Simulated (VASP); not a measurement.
# Ag8Br7 (a cell with a defect) in VASP: notebook

Ag8Br7 (a cell with a defect) is run at these levels: PBE; tasks: single point.

Program: VASP 6.6.1. These are calculated values, not measurements. Logs are shortened: lines on timing, memory, paths and dates and some standing lists are left out, and cuts for length are marked.

## Step 1: The cell of the first run

The cell holds a defect, 15 atoms: a = 8.242 Å, b = 8.242 Å, c = 8.242 Å, α = 60.00°, β = 60.00°, γ = 60.00°.

## Step 2: Single point, PBE

INCAR

```
  ALGO = Normal
  EDIFF = 1E-6
  ENCUT = 520
  GGA = PE
  ISIF = 2
  ISMEAR = 0
  LASPH = True
  LCHARG = True
  LELF = True
  LREAL = Auto
  LVHAR = True
  LWAVE = False
  NBANDS = 82
  NELM = 60
  PREC = Accurate
  SIGMA = 0.1
```

KPOINTS

```
k-points
0
Gamma
  2 2 2
```

POSCAR

```
Ag8Br7
1.0
    0.0000000000      5.8279080000      5.8279080000
    5.8279080000      0.0000000000      5.8279080000
    5.8279080000      5.8279080000      0.0000000000
Ag Br
8 7
Direct
    0.2423030700      0.3182546808      0.2144079831
    0.2286935552      0.0852408789      0.8591679896
    0.2041798704      0.7563037200      0.2761104842
    0.2650822559      0.8435426572      0.6587765284
    0.8604912775      0.0907639585      0.1831897484
    0.8828442384      0.1410308811      0.8100448737
    0.7314800611      0.7866271225      0.2606962052
    0.7623478270      0.7155653452      0.8129913856
   -0.0426994558     -0.0192057768      0.5270104641
    0.0127200018      0.4007163462      0.0138607198
   -0.0561867998      0.5073409704      0.5095215127
    0.5421861498      0.0477076852     -0.0148384292
    0.4727901504      0.1216147372      0.4536002456
    0.4225034953      0.6322760243     -0.0409746516
    0.4727937538      0.5748257351      0.4655858500
```

Potentials or basis: VASP PAW PBE potentials, release 64 (Ag, Br).

On the command line:

```console
> cat potpaw_PBE.64/Ag/POTCAR potpaw_PBE.64/Br/POTCAR > POTCAR
> mpirun -np 1 vasp_std > vasp.out
```

OUTCAR:

```text
EDIFF = 1E-6
   ENCUT = 520
   GGA = PE
   ISIF = 2
   ISMEAR = 0
   LASPH = True
   LREAL = Auto
   NELM = 60
   PREC = Accurate

 ion  position               nearest neighbor table
   1  0.242  0.318  0.214-  10 2.74  13 2.76  11 2.89  14 2.93  12 2.95
   2  0.229  0.085  0.859-  10 2.82   6 2.86  13 2.86   5 2.87   4 3.00  12 3.07  14 3.07   3 3.12

   3  0.204  0.756  0.276-  14 2.69  15 2.72   9 2.77   5 2.91  11 2.97   2 3.12
   4  0.265  0.844  0.659-  15 2.72  14 2.74   9 2.75  13 2.86   6 2.98   2 3.00   7 3.59
   5  0.860  0.091  0.183-  13 2.81   6 2.81  10 2.82   7 2.86   2 2.87   9 2.91   3 2.91
   6  0.883  0.141  0.810-  12 2.75   5 2.81   2 2.86  11 2.88   9 2.90   4 2.98   7 3.47
   7  0.731  0.787  0.261-  11 2.72  12 2.74  15 2.76   5 2.86  13 3.13   6 3.47   4 3.59
   8  0.762  0.716  0.813-   9 2.74  14 2.74  10 2.74  12 3.02  11 3.07
   9  0.957  0.981  0.527-   8 2.74   4 2.75   3 2.77   6 2.90   5 2.91
  10  0.013  0.401  0.014-   1 2.74   8 2.74   5 2.82   2 2.82
  11  0.944  0.507  0.510-   7 2.72   6 2.88   1 2.89   3 2.97   8 3.07
  12  0.542  0.048  0.985-   7 2.74   6 2.75   1 2.95   8 3.02   2 3.07
  13  0.473  0.122  0.454-   1 2.76   5 2.81   2 2.86   4 2.86   7 3.13
  14  0.423  0.632  0.959-   3 2.69   4 2.74   8 2.74   1 2.93   2 3.07
  15  0.473  0.575  0.466-   4 2.72   3 2.72   7 2.76

  LATTYP: Found a face centered cubic cell.
 ALAT       =    11.6558160000

  Lattice vectors:

 A1 = (   0.0000000000,   5.8279080000,   5.8279080000)
 A2 = (   5.8279080000,   0.0000000000,   5.8279080000)
 A3 = (   5.8279080000,   5.8279080000,   0.0000000000)

Analysis of symmetry for initial positions (statically):
=====================================================================
 Subroutine PRICEL returns:
 Original cell was already a primitive cell.

 Routine SETGRP: Setting up the symmetry group for a
 face centered cubic supercell.

 Subroutine GETGRP returns: Found  1 space group operations
 (whereof  1 operations were pure point group operations)
 out of a pool of 48 trial point group operations.

The static configuration has the point symmetry C_1 .

Analysis of symmetry for dynamics (positions and initial velocities):
=====================================================================
 Subroutine PRICEL returns:
 Original cell was already a primitive cell.

 Routine SETGRP: Setting up the symmetry group for a
 face centered cubic supercell.

 Subroutine GETGRP returns: Found  1 space group operations
 (whereof  1 operations were pure point group operations)
 out of a pool of 48 trial point group operations.

The dynamic configuration has the point symmetry C_1 .

 Subroutine INISYM returns: Found  1 space group operations
 (whereof  1 operations are pure point group operations),
 and found     1 'primitive' translations

----------------------------------------------------------------------------------------

                                     Primitive cell

  volume of cell :     395.8841

  direct lattice vectors                    reciprocal lattice vectors
     0.000000000  5.827908000  5.827908000    -0.085794079  0.085794079  0.085794079
     5.827908000  0.000000000  5.827908000     0.085794079 -0.085794079  0.085794079
     5.827908000  5.827908000  0.000000000     0.085794079  0.085794079 -0.085794079

  length of vectors
     8.241906534  8.241906534  8.241906534     0.148599704  0.148599704  0.148599704

  position of ions in fractional coordinates (direct lattice)
     0.242303070  0.318254681  0.214407983
     0.228693555  0.085240879  0.859167990
     0.204179870  0.756303720  0.276110484
     0.265082256  0.843542657  0.658776528
     0.860491278  0.090763958  0.183189748
     0.882844238  0.141030881  0.810044874
     0.731480061  0.786627123  0.260696205
     0.762347827  0.715565345  0.812991386
     0.957300544  0.980794223  0.527010464
     0.012720002  0.400716346  0.013860720
     0.943813200  0.507340970  0.509521513
     0.542186150  0.047707685  0.985161571
     0.472790150  0.121614737  0.453600246
     0.422503495  0.632276024  0.959025348
     0.472793754  0.574825735  0.465585850

  ion indices of the primitive-cell ions
[... 29 lines left out ...]
     0.042897040 -0.042897040  0.042897040     0.000000000  0.500000000  0.000000000
     0.042897040  0.042897040 -0.042897040     0.000000000  0.000000000  0.500000000

  Length of vectors
     0.074299852  0.074299852  0.074299852

  Shift w.r.t. Gamma in fractional coordinates (k-lattice)
     0.000000000  0.000000000  0.000000000

 Subroutine IBZKPT returns following result:
 ===========================================

 Found      8 irreducible k-points:

 Following reciprocal coordinates:
            Coordinates               Weight
  0.000000  0.000000  0.000000      1.000000
  0.500000  0.000000  0.000000      1.000000
  0.000000  0.500000  0.000000      1.000000
  0.000000  0.000000  0.500000      1.000000
  0.500000  0.500000  0.500000      1.000000
  0.500000  0.500000  0.000000      1.000000
  0.000000  0.500000  0.500000      1.000000
  0.500000  0.000000  0.500000      1.000000
   k-points           NKPTS =      8   k-points in BZ     NKDIM =      8   number of bands    NBANDS=     82
   number of dos      NEDOS =    301   number of ions     NIONS =     15
   total plane-waves  NPLWV = 262144
   dimension x,y,z NGX =    64 NGY =   64 NGZ =   64
   dimension x,y,z NGXF=   128 NGYF=  128 NGZF=  128
   ions per type =               8   7
   NGX,Y,Z   is equivalent  to a cutoff of  12.91, 12.91, 12.91 a.u.
   NGXF,Y,Z  is equivalent  to a cutoff of  25.82, 25.82, 25.82 a.u.
 SYSTEM =  unknown system
   PREC   = accura    normal or accurate (medium, high low for compatibility)
   ISTART =      0    job   : 0-new  1-cont  2-samecut
   ICHARG =      2    charge: 1-file 2-atom 10-const
   ISPIN  =      1    spin polarized calculation?
   LNONCOLLINEAR =      F non collinear calculations
   LSORBIT =      F    spin-orbit coupling
   LASPH  =      T    aspherical Exc in radial PAW
   ENCUT  =  520.0 eV  38.22 Ry    6.18 a.u.  15.32 15.32 15.32*2*pi/ulx,y,z
   NELM   =     60;   NELMIN=  2; NELMDL= -5     # of ELM steps
   EDIFF  = 0.1E-05   stopping-criterion for ELM
   LREAL  =      T    real-space projection
   EDIFFG = 0.1E-04   stopping-criterion for IOM
   NSW    =      0    number of steps for IOM
   IBRION =     -1    ionic relax: 0-MD 1-quasi-New 2-CG
   NFREE  =      0    steps in history (QN), initial steepest desc. (CG)
   ISIF   =      2    stress and relaxation
   ISYM   =      2    0-nonsym 1-usesym 2-fastsym
   POTIM  = 0.5000    time-step for ionic-motion
   TEBEG  =    0.0;   TEEND  =   0.0 temperature during run
   PSTRESS=    0.0 pullay stress
   NELECT =     137.0000    total number of electrons
   NUPDOWN=      -1.0000    fix difference up-down
   EMIN   =  10.00;   EMAX   =-10.00  energy-range for DOS
   EFERMI =   0.00;   METHOD = LEGACY
   ISMEAR =     0;   SIGMA  =   0.10  broadening in eV -4-tet -1-fermi 0-gaus
   EFERMI_NEDOS =   21; number of points for ismear=-14 and -15
   IALGO  =     38    algorithm
   IMIX   =      4    mixing-type and parameters
     AMIX     =   0.40;   BMIX     =  1.00
     AMIX_MAG =   1.60;   BMIX_MAG =  1.00
  volume/ion in A,a.u.               =      26.39       178.10
  Fermi-wavevector in a.u.,A,eV,Ry     =   1.149368  2.171990 17.973925  1.321046
  Thomas-Fermi vector in A             =   2.286038
   LORBIT       =      0    0 simple, 1 ext, 2 COOP (PROOUT), +10 PAW based schemes
   GGA     = PE    functional components
   LHFCALC =     F    Hartree Fock is set to
   AEXX    =    0.0000 exact exchange contribution
   IVDW    =     0    specifies the selected vdW correction
   LEPSILON=     F    determine dielectric tensor
   LRPA    =     F    only Hartree local field effects (RPA)
 non-spin polarized calculation
 Gauss-broadening in eV      SIGMA  =   0.10
  energy-cutoff  :      520.00
  volume of cell :      395.88
 maximum number of plane-waves:     10777
 NGX is ok and might be reduce to    64
   NGX = 31   NGY = 31   NGZ = 31

 number of electron     137.0000002 magnetization

 Free energy of the ion-electron system (eV)
  ---------------------------------------------------
  ext. energy  EPLUGINS =         0.00000000
  ---------------------------------------------------
  free energy    TOTEN  =       -36.65058989 eV

  energy without entropy =      -36.63153972  energy(sigma->0) =      -36.64106480

 E-fermi :   3.1860     XC(G=0):  -9.2407

 val. band max:        2.9427924234   @ k =   0.5000   0.0000   0.0000
 cond. band min:       3.2004450315   @ k =   0.0000   0.5000   0.0000
 fundamental gap:      0.2576526081
 Fermi energy:         3.1860102380

 k-point     1 :       0.0000    0.0000    0.0000
  band No.  band energies     occupation
      1     -12.2910      2.00000
      2     -12.1297      2.00000
      3     -11.9446      2.00000
      4     -11.8782      2.00000
      5     -11.8223      2.00000
      6     -11.7868      2.00000
[... 653 lines left out ...]
     79       8.0726      0.00000
     80       8.3185      0.00000
 [bands above 80 left out]

------------------------ aborting loop because EDIFF is reached ----------------------------------------

  FORCE on cell =-STRESS in cart. coord.  units (eV):
  Direction    XX          YY          ZZ          XY          YZ          ZX
  --------------------------------------------------------------------------------------
  -------------------------------------------------------------------------------------
  Total        1.2548699      0.7374539     -0.4222239     -0.0806967      0.4338177      0.0434390
  in kB        5.0785676      2.9845399     -1.7087767     -0.3265867      1.7556978      0.1758016
  external PRESSURE =       2.1181103 kB  Pullay stress =       0.0000000 kB

 VOLUME and BASIS-vectors are now :
 -----------------------------------------------------------------------------
  energy-cutoff  :      520.00
  volume of cell :      395.88
      direct lattice vectors                 reciprocal lattice vectors
     0.000000000  5.827908000  5.827908000    -0.085794079  0.085794079  0.085794079
     5.827908000  0.000000000  5.827908000     0.085794079 -0.085794079  0.085794079
     5.827908000  5.827908000  0.000000000     0.085794079  0.085794079 -0.085794079

 POSITION                                       TOTAL-FORCE (eV/Angst)
 -----------------------------------------------------------------------------------
      3.10431      2.66167      3.26688        -0.001944     -0.001318      0.001970
      5.50393      6.33996      1.82958         0.001014      0.000210      0.002421
      6.01681      2.79909      5.59761        -0.000006      0.000012      0.001794
      8.75538      5.38416      6.46096        -0.005197      0.001853     -0.001380
      1.59658      6.08248      5.54383         0.004991     -0.001249      0.000419
      5.54278      9.86600      5.96705        -0.004143     -0.002690     -0.000182
      6.10370      5.78231      8.84739         0.000007     -0.005334     -0.000954
      8.90829      9.18093      8.61314        -0.000149     -0.002694     -0.000382
      8.78735      8.65043     11.29504         0.004963      0.003892     -0.003689
      2.41612      0.15491      2.40947        -0.004000      0.007104     -0.005679
      5.92618      8.46990      8.45719        -0.000696      0.000733     -0.002993
      6.01947      8.90124      3.43785        -0.003199      0.011221      0.006833
      3.35230      5.39892      3.46414         0.000012     -0.006411     -0.001692
      9.27396      8.05142      6.14716         0.003739     -0.003962      0.004215
      6.06342      5.46879      6.10543         0.004607     -0.001368     -0.000699
 -----------------------------------------------------------------------------------
    total drift:                                0.011819     -0.007593      0.004761

  FREE ENERGIE OF THE ION-ELECTRON SYSTEM (eV)
  ---------------------------------------------------
  free  energy   TOTEN  =       -36.6505898861 eV

  energy  without entropy=      -36.6315397205  energy(sigma->0) =      -36.64106480
```

It took 8.2 min on 1 thread of Intel Xeon Platinum 8259CL at 2.50GHz (Skylake/Cascade Lake), shared host; peak memory 0.62 GiB.

What came out:

* Free energy: -36.6506 eV
* Pressure: 0.2 GPa
* Largest force: 0.014 eV/Å
* Band gap on the k mesh: zero (an odd number of electrons rules out a gap without spin polarisation)

Forces in eV/Å, atoms in the order of the input:
```
Ag  -0.002 -0.001  0.002
Ag   0.001  0.000  0.002
Ag   0.000  0.000  0.002
Ag  -0.005  0.002 -0.001
Ag   0.005 -0.001  0.000
Ag  -0.004 -0.003  0.000
Ag   0.000 -0.005 -0.001
Ag   0.000 -0.003  0.000
Br   0.005  0.004 -0.004
Br  -0.004  0.007 -0.006
Br  -0.001  0.001 -0.003
Br  -0.003  0.011  0.007
Br   0.000 -0.006 -0.002
Br   0.004 -0.004  0.004
Br   0.005 -0.001 -0.001
```

Caveat: the k points lie up to 0.47 Å⁻¹ apart, too coarse for converged energies and pressures of a metal; an odd number of electrons without spin polarisation forces a metal; a magnetic or distorted state may lie lower.

(Continued in part 2 of 2.)

The gap in the log of VASP goes by the Fermi energy; the results here count the filled bands.